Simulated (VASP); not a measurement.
# Nb (P6/mmm) in VASP: a series of runs, part 2 of 2

VASP 6.6.1. The steps go on from the part before.

## Step 3: Single point, PBE (volume scaled by 0.65)

Contents of INCAR:

```
SYSTEM = Nb
ALGO = Normal
EDIFF = 1E-6
ENCUT = 520
GGA = PE
ISIF = 2
ISMEAR = -1
LASPH = .TRUE.
LCHARG = .TRUE.
LELF = .TRUE.
LREAL = .FALSE.
LVHAR = .TRUE.
LWAVE = .FALSE.
NBANDS = 12
NELM = 80
PREC = Accurate
SIGMA = 0.05
```

Contents of KPOINTS:

```
k-points
0
G
  15 15 14
  0 0 0
```

Contents of POSCAR:

```
Nb
1.0
    2.4853604393      0.0000000000      0.0000000000
   -1.2426802197      2.1523852780      0.0000000000
    0.0000000000      0.0000000000      2.3526249541
Nb
1
Direct
    0.0000000000      0.0000000000      0.0000000000
```

Potentials or basis: VASP PAW PBE potentials, release 64 (Nb_sv).

Command:

```bash
> cat potpaw_PBE.64/Nb_sv/POTCAR > POTCAR
> mpirun -np 1 vasp_std > vasp.out
```

Wall time 32 s (1 thread of AMD EPYC 7R43 (Zen 3), shared host); peak memory 0.1 GiB.

Results (log left out):

```yaml
Free_energy: -7.4957 eV
Pressure: 141.4 GPa
```

Stress tensor (GPa, compression positive):
```
141.38   0.00   0.00
  0.00 141.38   0.00
  0.00   0.00 141.30
```

Levels at points of the mesh, in eV from the Fermi level:
```
           k point  band 4  band 5  band 6  band 7  band 8  band 9
(0.00, 0.00, 0.00)  -28.94   -6.42   -5.32   -0.42   -0.42    8.27
(0.00, 0.00, 0.50)  -28.49   -2.98    0.95    0.95    1.42    2.66
```

Caveat: the cell differs from its parent crystal (volume scaled by 0.65).

## Step 4: Single point, PBE

This run uses another cell than the first one, of 14.52 Å³/atom, 1.154 times its volume.

Contents of INCAR:

```
SYSTEM = Nb
  PREC = Accurate
  ENCUT = 520
  EDIFF = 1E-6
  ISMEAR = -1
  SIGMA = 0.05
  LREAL = .FALSE.
  LASPH = .TRUE.
  NELM = 100
  ALGO = Normal
  ISIF = 2
  LWAVE = .FALSE.
  LCHARG = .FALSE.
  GGA = PE
  NBANDS = 12
```

Contents of KPOINTS:

```
Automatic mesh
0
G
  15 15 14
  0 0 0
```

Contents of POSCAR:

```
Nb
1.0
    2.6053921571      0.0000000000      0.0000000000
   -1.3026960786      2.2563357949      0.0000000000
    0.0000000000      0.0000000000      2.4702059612
Nb
1
Direct
    0.0000000000      0.0000000000      0.0000000000
```

Command:

```bash
> cat potpaw_PBE.64/Nb_sv/POTCAR > POTCAR
> mpirun -np 1 vasp_std > vasp.out
```

Run time: 43 s. Hardware: 1 thread of AMD EPYC 7R43 (Zen 3), shared host; peak memory 0.11 GiB.

Results (log left out):

* Free energy: -8.7431 eV
* Pressure: 71.3 GPa

Stress tensor (GPa, compression positive):
```
71.28  0.00  0.00
 0.00 71.28  0.00
 0.00  0.00 71.43
```

Levels at points of the mesh, in eV from the Fermi level:
```
           k point  band 2  band 3  band 4  band 5  band 6  band 7  band 8  band 9  band 10  band 11
(0.00, 0.00, 0.00)  -29.47  -29.40  -29.40   -6.51   -4.47   -0.17   -0.17    6.98     6.98    12.32
(0.00, 0.00, 0.50)  -32.60  -29.10  -29.10   -3.17    0.79    0.95    0.95    2.42     2.42    13.92
```

## Step 5: Single point, PBE

Contents of INCAR:

```
ALGO = Normal
EDIFF = 1E-6
ENCUT = 520
GGA = PE
ISIF = 2
ISMEAR = -1
LASPH = True
LCHARG = False
LREAL = False
LWAVE = False
NBANDS = 12
NELM = 100
PREC = Accurate
SIGMA = 0.05
```

Contents of KPOINTS:

```
k-points
0
Gamma
  15 15 14
```

POSCAR is that of step 4.

Command:

```bash
> cat potpaw_PBE.64/Nb_sv/POTCAR > POTCAR
> mpirun -np 1 vasp_std > vasp.out
```

Wall time 41 s (1 thread of AMD EPYC 7R43 (Zen 3), shared host); peak memory 0.11 GiB.

The run converged. Its results:

```yaml
Free_energy: -8.7431 eV
Pressure: 71.3 GPa
```

Stress tensor (GPa, compression positive):
```
71.28  0.00  0.00
 0.00 71.28  0.00
 0.00  0.00 71.43
```

Levels at points of the mesh, in eV from the Fermi level:
```tsv
k point	band 4	band 5	band 6	band 7	band 8	band 9
(0.00, 0.00, 0.00)	-29.40	-6.51	-4.47	-0.17	-0.17	6.98
(0.00, 0.00, 0.50)	-29.10	-3.17	0.79	0.95	0.95	2.42
```

## Step 6: Single point, PBE

This run uses another cell than the first one, of 16.46 Å³/atom, 1.308 times its volume.

Contents of INCAR:

```
SYSTEM = Nb
PREC     = Accurate       ! precision mode
ENCUT    = 520            ! plane-wave cutoff, eV
EDIFF    = 1E-6           ! SCF threshold, eV
ISMEAR   = -1             ! smearing method
SIGMA    = 0.05           ! smearing width, eV
LREAL    = .False.        ! projectors in reciprocal space
LASPH    = .True.         ! aspherical terms in the spheres
NELM     = 100            ! most SCF steps
ALGO     = Normal         ! electronic algorithm
ISIF     = 2              ! what is computed and relaxed
LWAVE    = .False.        ! write WAVECAR
LCHARG   = .False.        ! write CHGCAR
GGA      = PE             ! functional
NBANDS   = 12             ! bands
```

Contents of KPOINTS:

```
regular mesh
0
Gamma
  15 15 14
  0 0 0
```

Contents of POSCAR:

```
Nb
1.0
    2.7152171575      0.0000000000      0.0000000000
   -1.3576085788      2.3514470352      0.0000000000
    0.0000000000      0.0000000000      2.5776734131
Nb
1
Direct
    0.0000000000      0.0000000000      0.0000000000
```

Potentials or basis: VASP PAW PBE potentials, release 64 (Nb_sv).

Command:

```bash
> cat potpaw_PBE.64/Nb_sv/POTCAR > POTCAR
> mpirun -np 1 vasp_std > vasp.out
```

OUTCAR:

```text
SYSTEM = Nb
   PREC = Accurate
   ENCUT = 520
   EDIFF = 1E-6
   ISMEAR = -1
   LREAL = .False.
   LASPH = .True.
   NELM = 100
   ISIF = 2
   GGA = PE

 ion  position               nearest neighbor table
   1  0.000  0.000  0.000-

  LATTYP: Found a hexagonal cell.
 ALAT       =     2.7152171575
 C/A-ratio  =     0.9493433724

  Lattice vectors:

 A1 = (   2.7152171575,   0.0000000000,   0.0000000000)
 A2 = (  -1.3576085788,   2.3514470352,   0.0000000000)
 A3 = (   0.0000000000,   0.0000000000,   2.5776734131)

Analysis of symmetry for initial positions (statically):
=====================================================================
 Subroutine PRICEL returns:
 Original cell was already a primitive cell.

 Routine SETGRP: Setting up the symmetry group for a
 hexagonal supercell.

 Subroutine GETGRP returns: Found 24 space group operations
 (whereof 24 operations were pure point group operations)
 out of a pool of 24 trial point group operations.

The static configuration has the point symmetry D_6h.

Analysis of symmetry for dynamics (positions and initial velocities):
[... 167 lines left out ...]
      3     -16.8244      2.00000
      4     -16.8244      2.00000
      5       6.5520      2.00000
      6       9.1309      2.00000
      7      12.9421      1.04257
      8      12.9421      1.04257
      9      18.9510      0.00000
     10      18.9510      0.00000
     11      25.1982      0.00000
     12      28.4670      0.00000
[... 331 lines left out ...]
 k-point    24 :       0.4000    0.2000    0.0000
  band No.  band energies     occupation
      1     -41.5420      2.00000
      2     -18.7082      2.00000
      3     -17.8085      2.00000
      4     -16.6141      2.00000
      5       9.9141      2.00000
      6      10.8356      2.00000
      7      13.1687      0.02316
      8      15.2545      0.00000
      9      16.9678      0.00000
     10      20.7348      0.00000
     11      23.5480      0.00000
     12      24.3377      0.00000

 [... further k-points ...]

------------------------ aborting loop because EDIFF is reached ----------------------------------------

  FORCE on cell =-STRESS in cart. coord.  units (eV):
  Direction    XX          YY          ZZ          XY          YZ          ZX
  --------------------------------------------------------------------------------------
  -------------------------------------------------------------------------------------
  Total        3.2472934      3.2472934      3.2549815     -0.0000000     -0.0000000     -0.0000000
  in kB      316.1290839    316.1290839    316.8775299     -0.0000000     -0.0000000     -0.0000000
  external PRESSURE =     316.3785659 kB  Pullay stress =       0.0000000 kB

 VOLUME and BASIS-vectors are now :
 -----------------------------------------------------------------------------
  energy-cutoff  :      520.00
  volume of cell :       16.46
      direct lattice vectors                 reciprocal lattice vectors
     2.715217158  0.000000000  0.000000000     0.368294667  0.212635025  0.000000000
    -1.357608579  2.351447035  0.000000000     0.000000000  0.425270051  0.000000000
     0.000000000  0.000000000  2.577673413     0.000000000  0.000000000  0.387946741

 POSITION                                       TOTAL-FORCE (eV/Angst)
 -----------------------------------------------------------------------------------
      0.00000      0.00000      0.00000        -0.000000      0.000000      0.000000
 -----------------------------------------------------------------------------------
    total drift:                                0.000000      0.000000     -0.000000

  FREE ENERGIE OF THE ION-ELECTRON SYSTEM (eV)
  ---------------------------------------------------
  free  energy   TOTEN  =        -9.3454394164 eV

  energy  without entropy=       -9.3368498615  energy(sigma->0) =       -9.34114464
```

stdout:

```text
POSCAR found type information on POSCAR Nb
 POSCAR found :  1 types and       1 ions
 scaLAPACK will be used
 LDA part: xc-table for (Slater+PW92), standard interpolation
 POSCAR, INCAR and KPOINTS ok, starting setup
 FFT: planning ... GRIDC
 FFT: planning ... GRID_SOFT
 FFT: planning ... GRID
 WAVECAR not read
 entering main loop
```

Wall time 44 s (1 thread of AMD EPYC 7R43 (Zen 3), shared host); peak memory 0.11 GiB.

Results:

```yaml
Free_energy: -9.3454 eV
Pressure: 31.6 GPa
```

## Step 7: The runs side by side

| cell | gap on the mesh (eV) | pressure (GPa) |
| --- | --- | --- |
| a = 2.485, b = 2.485, c = 2.353 Å, angles 90.0, 90.0, 120.0°, 1 atom | none | 141.4 |
| a = 2.605, b = 2.605, c = 2.470 Å, angles 90.0, 90.0, 120.0°, 1 atom | none | 71.3 |
| a = 2.715, b = 2.715, c = 2.578 Å, angles 90.0, 90.0, 120.0°, 1 atom | none | 31.6 |

Alike in all rows: task single point; level PBE; potentials or basis VASP PAW PBE potentials, release 64 (Nb_sv); no spin polarisation; k mesh 15 × 15 × 14; cutoff (eV) 520; smearing fermi-dirac 0.05 eV.

Total energies depend on the potentials used, so only differences within one code and one set of settings carry meaning.
